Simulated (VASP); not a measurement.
# GaP (I-4m2) in VASP: a series of runs, part 2 of 3

VASP 6.6.1.

## 4. Single point, PBE (strain +0.050 along x and y, -0.050 along z)

INCAR reads:

```
PREC = Accurate
ENCUT = 520
EDIFF = 1E-7
ISMEAR = 0
SIGMA = 0.05
LREAL = False
LASPH = True
NELM = 80
ALGO = Normal
ISIF = 2
LWAVE = False
LCHARG = False
GGA = PE
NBANDS = 16
```

KPOINTS reads:

```
Automatic mesh
0
Gamma
  8 8 8
```

POSCAR reads:

```
GaP
1.0
    0.0000000000      2.8901636530      2.6149099718
    2.8901636530      0.0000000000      2.6149099718
    2.8901636530      2.8901636530      0.0000000000
Ga P
1 1
Direct
    0.0000000000      0.0000000000      0.0000000000
    0.7500000000      0.7500000000      0.7500000000
```

Potentials or basis: VASP PAW PBE potentials, release 64 (Ga_d, P).

Launch:

```
$ cat potpaw_PBE.64/Ga_d/POTCAR potpaw_PBE.64/P/POTCAR > POTCAR
$ mpirun -np 1 vasp_std > vasp.out
```

OUTCAR:

```text
PREC = Accurate
   ENCUT = 520
   EDIFF = 1E-7
   ISMEAR = 0
   LREAL = False
   LASPH = True
   NELM = 80
   ISIF = 2
   GGA = PE

 ion  position               nearest neighbor table
   1  0.000  0.000  0.000-   2 2.43   2 2.43   2 2.43   2 2.43
   2  0.750  0.750  0.750-   1 2.43   1 2.43   1 2.43   1 2.43

  LATTYP: Found a body centered tetragonal cell.
 ALAT       =     4.0873086356
 C/A-ratio  =     1.2795265565

  Lattice vectors:

 A1 = (   0.0000000000,  -2.8901636530,  -2.6149099718)
 A2 = (   0.0000000000,   2.8901636530,  -2.6149099718)
 A3 = (   2.8901636530,   0.0000000000,   2.6149099718)

Analysis of symmetry for initial positions (statically):
=====================================================================
 Subroutine PRICEL returns:
 Original cell was already a primitive cell.

 Routine SETGRP: Setting up the symmetry group for a
 body centered tetragonal supercell.

 Subroutine GETGRP returns: Found  8 space group operations
 (whereof  8 operations were pure point group operations)
 out of a pool of 16 trial point group operations.

[... 156 lines left out ...]
  ---------------------------------------------------
  ext. energy  EPLUGINS =         0.00000000
  ---------------------------------------------------
  free energy    TOTEN  =        -9.04734221 eV

  energy without entropy =       -9.04734221  energy(sigma->0) =       -9.04734221

 E-fermi :   4.4364     XC(G=0):  -9.5018

 val. band max:        4.2073436040   @ k =   0.0000   0.0000   0.0000
 cond. band min:       5.0474558553   @ k =   0.0000   0.0000   0.0000
 fundamental gap:      0.8401122513
 Fermi energy:         4.4364075856

 k-point     1 :       0.0000    0.0000    0.0000
  band No.  band energies     occupation
      1     -10.5533      2.00000
      2     -10.5533      2.00000
      3     -10.5254      2.00000
      4     -10.4805      2.00000
      5     -10.4579      2.00000
      6      -8.0177      2.00000
[... 433 lines left out ...]
      3     -10.5148      2.00000
      4     -10.4791      2.00000
      5     -10.4536      2.00000
      6      -6.7339      2.00000
[... 8 lines left out ...]
     15      14.0770      0.00000
     16      15.0974      0.00000

 [... further k-points ...]
[... 5 lines left out ...]
  --------------------------------------------------------------------------------------
  -------------------------------------------------------------------------------------
  Total       -1.4470247     -1.4470247      0.1926020      0.0000000      0.0000000      0.0000000
  in kB      -53.0707124    -53.0707124      7.0638236      0.0000000      0.0000000      0.0000000
  external PRESSURE =     -33.0258671 kB  Pullay stress =       0.0000000 kB

 VOLUME and BASIS-vectors are now :
 -----------------------------------------------------------------------------
  energy-cutoff  :      520.00
  volume of cell :       43.68
      direct lattice vectors                 reciprocal lattice vectors
     0.000000000  2.890163653  2.614909972    -0.173000584  0.173000584  0.191211172
     2.890163653  0.000000000  2.614909972     0.173000584 -0.173000584  0.191211172
     2.890163653  2.890163653  0.000000000     0.173000584  0.173000584 -0.191211172

 POSITION                                       TOTAL-FORCE (eV/Angst)
 -----------------------------------------------------------------------------------
      0.00000      0.00000      0.00000         0.000000      0.000000      0.000000
      4.33525      4.33525      3.92236        -0.000000     -0.000000     -0.000000
 -----------------------------------------------------------------------------------
    total drift:                               -0.000002     -0.000002     -0.000001

  FREE ENERGIE OF THE ION-ELECTRON SYSTEM (eV)
  ---------------------------------------------------
  free  energy   TOTEN  =        -9.0473422126 eV

  energy  without entropy=       -9.0473422126  energy(sigma->0) =       -9.04734221
```

OSZICAR:

```text
N       E                     dE             d eps       ncg     rms          rms(c)
DAV:   1     0.786881973562E+02    0.78688E+02   -0.90625E+03  1984   0.158E+03
DAV:   2    -0.319833134592E+01   -0.81887E+02   -0.77607E+02  2136   0.302E+02
DAV:   3    -0.920429700868E+01   -0.60060E+01   -0.59845E+01  2400   0.645E+01
DAV:   4    -0.929862675379E+01   -0.94330E-01   -0.94304E-01  2392   0.873E+00
DAV:   5    -0.930039553711E+01   -0.17688E-02   -0.17687E-02  2520   0.105E+00    0.389E+00
DAV:   6    -0.906813637331E+01    0.23226E+00   -0.38591E-01  2936   0.967E+00    0.253E+00
DAV:   7    -0.904659370962E+01    0.21543E-01   -0.82446E-02  2472   0.185E+00    0.105E+00
DAV:   8    -0.904680040762E+01   -0.20670E-03   -0.12065E-02  2232   0.128E+00    0.144E-01
DAV:   9    -0.904719134985E+01   -0.39094E-03   -0.12384E-03  2408   0.500E-01    0.847E-02
DAV:  10    -0.904726914204E+01   -0.77792E-04   -0.10736E-04  2672   0.969E-02    0.437E-02
DAV:  11    -0.904734229432E+01   -0.73152E-04   -0.10295E-04  2264   0.848E-02    0.520E-03
DAV:  12    -0.904734188589E+01    0.40843E-06   -0.31985E-06  2304   0.215E-02    0.244E-03
DAV:  13    -0.904734217373E+01   -0.28784E-06   -0.78695E-07  2496   0.707E-03    0.195E-03
DAV:  14    -0.904734221259E+01   -0.38862E-07   -0.34550E-08  1832   0.153E-03
   1 F= -.90473422E+01 E0= -.90473422E+01  d E =-.422765E-13
```

Wall time 66 s (1 thread of AMD EPYC 7R43 (Zen 3), shared host); peak memory 0.15 GiB.

What came out:

| Property | Result |
| --- | --- |
| Free energy | -9.0473 eV |
| Pressure | -3.3 GPa |
| Band gap on the k mesh | 0.84 eV, direct |

Stress tensor (GPa, compression positive):
```
-5.31  0.00  0.00
 0.00 -5.31  0.00
 0.00  0.00  0.71
```

Caveat: the cell differs from its parent crystal (strain +0.050 along x and y, -0.050 along z). A k mesh can miss the band edges.

## 5. Single point, PBE (strain +0.050 along x and y, -0.025 along z)

INCAR reads:

```
PREC = Accurate
ENCUT = 520
EDIFF = 1E-6
ISMEAR = 0
SIGMA = 0.05
LREAL = F
LASPH = T
NELM = 60
ALGO = Normal
ISIF = 2
LWAVE = F
LCHARG = F
GGA = PE
NBANDS = 16
```

KPOINTS reads:

```
regular mesh
0
Gamma
  8 8 8
```

POSCAR reads:

```
GaP
1.0
    0.0000000000      2.8901636530      2.6837233921
    2.8901636530      0.0000000000      2.6837233921
    2.8901636530      2.8901636530      0.0000000000
Ga P
1 1
Direct
    0.0000000000      0.0000000000      0.0000000000
    0.7500000000      0.7500000000      0.7500000000
```

Potentials or basis: VASP PAW PBE potentials, release 64 (Ga_d, P).

Launch:

```
$ cat potpaw_PBE.64/Ga_d/POTCAR potpaw_PBE.64/P/POTCAR > POTCAR
$ mpirun -np 1 vasp_std > vasp.out
```

OUTCAR:

```text
PREC = Accurate
   ENCUT = 520
   EDIFF = 1E-6
   ISMEAR = 0
   LREAL = F
   LASPH = T
   NELM = 60
   ISIF = 2
   GGA = PE

 ion  position               nearest neighbor table
   1  0.000  0.000  0.000-   2 2.44   2 2.44   2 2.44   2 2.44
   2  0.750  0.750  0.750-   1 2.44   1 2.44   1 2.44   1 2.44

  LATTYP: Found a body centered tetragonal cell.
 ALAT       =     4.0873086356
 C/A-ratio  =     1.3131983079

  Lattice vectors:

 A1 = (   0.0000000000,  -2.8901636530,  -2.6837233921)
 A2 = (   0.0000000000,   2.8901636530,  -2.6837233921)
 A3 = (   2.8901636530,   0.0000000000,   2.6837233921)

Analysis of symmetry for initial positions (statically):
=====================================================================
 Subroutine PRICEL returns:
 Original cell was already a primitive cell.

 Routine SETGRP: Setting up the symmetry group for a
 body centered tetragonal supercell.

 Subroutine GETGRP returns: Found  8 space group operations
 (whereof  8 operations were pure point group operations)
 out of a pool of 16 trial point group operations.

The static configuration has the point symmetry D_2d.

Analysis of symmetry for dynamics (positions and initial velocities):
=====================================================================
 Subroutine PRICEL returns:
 Original cell was already a primitive cell.

 Routine SETGRP: Setting up the symmetry group for a
 body centered tetragonal supercell.

 Subroutine GETGRP returns: Found  8 space group operations
 (whereof  8 operations were pure point group operations)
 out of a pool of 16 trial point group operations.

The dynamic configuration has the point symmetry D_2d.

 Subroutine INISYM returns: Found  8 space group operations
 (whereof  8 operations are pure point group operations),
 and found     1 'primitive' translations

----------------------------------------------------------------------------------------

                                     Primitive cell

  volume of cell :      44.8345

  direct lattice vectors                    reciprocal lattice vectors
     0.000000000  2.890163653  2.683723392    -0.173000584  0.173000584  0.186308321
     2.890163653  0.000000000  2.683723392     0.173000584 -0.173000584  0.186308321
     2.890163653  2.890163653  0.000000000     0.173000584  0.173000584 -0.186308321

  length of vectors
     3.944035647  3.944035647  4.087308636     0.307521048  0.307521048  0.307521048

  position of ions in fractional coordinates (direct lattice)
     0.000000000  0.000000000  0.000000000
     0.750000000  0.750000000  0.750000000

  ion indices of the primitive-cell ions
   primitive index   ion index
                 1           1
                 2           2

----------------------------------------------------------------------------------------

 KPOINTS: regular mesh

Automatic generation of k-mesh.
 Grid dimensions read from file:
 generate k-points for:    8    8    8

 Generating k-lattice:

  Cartesian coordinates                     Fractional coordinates (reciprocal lattice)
    -0.021625073  0.021625073  0.023288540     0.125000000  0.000000000  0.000000000
     0.021625073 -0.021625073  0.023288540     0.000000000  0.125000000  0.000000000
     0.021625073  0.021625073 -0.023288540     0.000000000  0.000000000  0.125000000

  Length of vectors
     0.038440131  0.038440131  0.038440131

  Shift w.r.t. Gamma in fractional coordinates (k-lattice)
     0.000000000  0.000000000  0.000000000

 Subroutine IBZKPT returns following result:
 ===========================================

 Found     59 irreducible k-points:

 Following reciprocal coordinates:
            Coordinates               Weight
  0.000000  0.000000  0.000000      1.000000
  0.125000 -0.000000  0.000000      8.000000
  0.250000 -0.000000  0.000000      8.000000
  0.375000 -0.000000  0.000000      8.000000
  0.500000 -0.000000  0.000000      4.000000
  0.125000  0.125000  0.000000      2.000000
[... 16 lines left out ...]
  0.250000 -0.000000  0.125000     16.000000
  0.375000  0.000000  0.125000     16.000000
 [... further k-points ...]
   k-points           NKPTS =     59   k-points in BZ     NKDIM =     59   number of bands    NBANDS=     16
   number of dos      NEDOS =    301   number of ions     NIONS =      2
   total plane-waves  NPLWV =  27000
   dimension x,y,z NGX =    30 NGY =   30 NGZ =   30
   dimension x,y,z NGXF=    60 NGYF=   60 NGZF=   60
   ions per type =               1   1
   NGX,Y,Z   is equivalent  to a cutoff of  12.65, 12.65, 12.20 a.u.
   NGXF,Y,Z  is equivalent  to a cutoff of  25.29, 25.29, 24.40 a.u.
 SYSTEM =  unknown system
   PREC   = accura    normal or accurate (medium, high low for compatibility)
   ISTART =      0    job   : 0-new  1-cont  2-samecut
   ICHARG =      2    charge: 1-file 2-atom 10-const
   ISPIN  =      1    spin polarized calculation?
   LNONCOLLINEAR =      F non collinear calculations
   LSORBIT =      F    spin-orbit coupling
   LASPH  =      T    aspherical Exc in radial PAW
   ENCUT  =  520.0 eV  38.22 Ry    6.18 a.u.   7.33  7.33  7.60*2*pi/ulx,y,z
   NELM   =     60;   NELMIN=  2; NELMDL= -5     # of ELM steps
   EDIFF  = 0.1E-05   stopping-criterion for ELM
   LREAL  =      F    real-space projection
   EDIFFG = 0.1E-04   stopping-criterion for IOM
   NSW    =      0    number of steps for IOM
   IBRION =     -1    ionic relax: 0-MD 1-quasi-New 2-CG
   NFREE  =      0    steps in history (QN), initial steepest desc. (CG)
   ISIF   =      2    stress and relaxation
   ISYM   =      2    0-nonsym 1-usesym 2-fastsym
   POTIM  = 0.5000    time-step for ionic-motion
   TEBEG  =    0.0;   TEEND  =   0.0 temperature during run
   PSTRESS=    0.0 pullay stress
   NELECT =      18.0000    total number of electrons
   NUPDOWN=      -1.0000    fix difference up-down
   EMIN   =  10.00;   EMAX   =-10.00  energy-range for DOS
   EFERMI =   0.00;   METHOD = LEGACY
   ISMEAR =     0;   SIGMA  =   0.05  broadening in eV -4-tet -1-fermi 0-gaus
   EFERMI_NEDOS =   21; number of points for ismear=-14 and -15
   IALGO  =     38    algorithm
   IMIX   =      4    mixing-type and parameters
     AMIX     =   0.40;   BMIX     =  1.00
     AMIX_MAG =   1.60;   BMIX_MAG =  1.00
  volume/ion in A,a.u.               =      22.42       151.28
  Fermi-wavevector in a.u.,A,eV,Ry     =   1.207707  2.282235 19.844851  1.458555
  Thomas-Fermi vector in A             =   2.343336
   LORBIT       =      0    0 simple, 1 ext, 2 COOP (PROOUT), +10 PAW based schemes
   GGA     = PE    functional components
   LHFCALC =     F    Hartree Fock is set to
   AEXX    =    0.0000 exact exchange contribution
   IVDW    =     0    specifies the selected vdW correction
   LEPSILON=     F    determine dielectric tensor
   LRPA    =     F    only Hartree local field effects (RPA)
 non-spin polarized calculation
 Gauss-broadening in eV      SIGMA  =   0.05
  energy-cutoff  :      520.00
  volume of cell :       44.83
 maximum number of plane-waves:      1222
 NGX is ok and might be reduce to    30
   NGX = 15   NGY = 15   NGZ = 15

 number of electron      18.0000005 magnetization

 Free energy of the ion-electron system (eV)
  ---------------------------------------------------
  ext. energy  EPLUGINS =         0.00000000
  ---------------------------------------------------
  free energy    TOTEN  =        -9.04400182 eV

  energy without entropy =       -9.04400182  energy(sigma->0) =       -9.04400182

 E-fermi :   4.1809     XC(G=0):  -9.3817

 val. band max:        3.8936221034   @ k =   0.0000   0.0000   0.0000
 cond. band min:       4.6305149955   @ k =   0.0000   0.0000   0.0000
 fundamental gap:      0.7368928920
 Fermi energy:         4.1808934677

 k-point     1 :       0.0000    0.0000    0.0000
  band No.  band energies     occupation
      1     -10.7601      2.00000
      2     -10.7601      2.00000
      3     -10.7392      2.00000
      4     -10.6913      2.00000
      5     -10.6743      2.00000
      6      -8.0931      2.00000
[... 8 lines left out ...]
     15      12.7030      0.00000
     16      13.8067      0.00000
[... 419 lines left out ...]
 k-point    24 :       0.3750    0.0000    0.1250
  band No.  band energies     occupation
      1     -10.8001      2.00000
      2     -10.7402      2.00000
      3     -10.7274      2.00000
      4     -10.6900      2.00000
      5     -10.6712      2.00000
      6      -6.8491      2.00000
[... 8 lines left out ...]
     15      13.8539      0.00000
     16      14.6209      0.00000

 [... further k-points ...]
[... 5 lines left out ...]
  --------------------------------------------------------------------------------------
  -------------------------------------------------------------------------------------
  Total       -1.7688341     -1.7688341     -0.4722394      0.0000000      0.0000000      0.0000000
  in kB      -63.2098963    -63.2098963    -16.8756374      0.0000000      0.0000000      0.0000000
  external PRESSURE =     -47.7651433 kB  Pullay stress =       0.0000000 kB

 VOLUME and BASIS-vectors are now :
 -----------------------------------------------------------------------------
  energy-cutoff  :      520.00
  volume of cell :       44.83
      direct lattice vectors                 reciprocal lattice vectors
     0.000000000  2.890163653  2.683723392    -0.173000584  0.173000584  0.186308321
     2.890163653  0.000000000  2.683723392     0.173000584 -0.173000584  0.186308321
     2.890163653  2.890163653  0.000000000     0.173000584  0.173000584 -0.186308321

 POSITION                                       TOTAL-FORCE (eV/Angst)
 -----------------------------------------------------------------------------------
      0.00000      0.00000      0.00000         0.000000      0.000000      0.000000
      4.33525      4.33525      4.02559        -0.000000     -0.000000      0.000000
 -----------------------------------------------------------------------------------
    total drift:                               -0.000002     -0.000002     -0.000001

  FREE ENERGIE OF THE ION-ELECTRON SYSTEM (eV)
  ---------------------------------------------------
  free  energy   TOTEN  =        -9.0440018193 eV

  energy  without entropy=       -9.0440018193  energy(sigma->0) =       -9.04400182
```

stdout:

```text
POSCAR found type information on POSCAR GaP
 POSCAR found :  2 types and       2 ions
 scaLAPACK will be used
 LDA part: xc-table for (Slater+PW92), standard interpolation
 POSCAR, INCAR and KPOINTS ok, starting setup
 FFT: planning ... GRIDC
 FFT: planning ... GRID_SOFT
 FFT: planning ... GRID
 WAVECAR not read
 entering main loop
```

Run time: 53 s. Hardware: 1 thread of AMD EPYC 7R43 (Zen 3), shared host; peak memory 0.15 GiB.

Results:

* Free energy: -9.0440 eV
* Pressure: -4.8 GPa
* Band gap on the k mesh: 0.74 eV, direct

Caveat: the cell differs from its parent crystal (strain +0.050 along x and y, -0.025 along z).

[end of part 2 of 3]
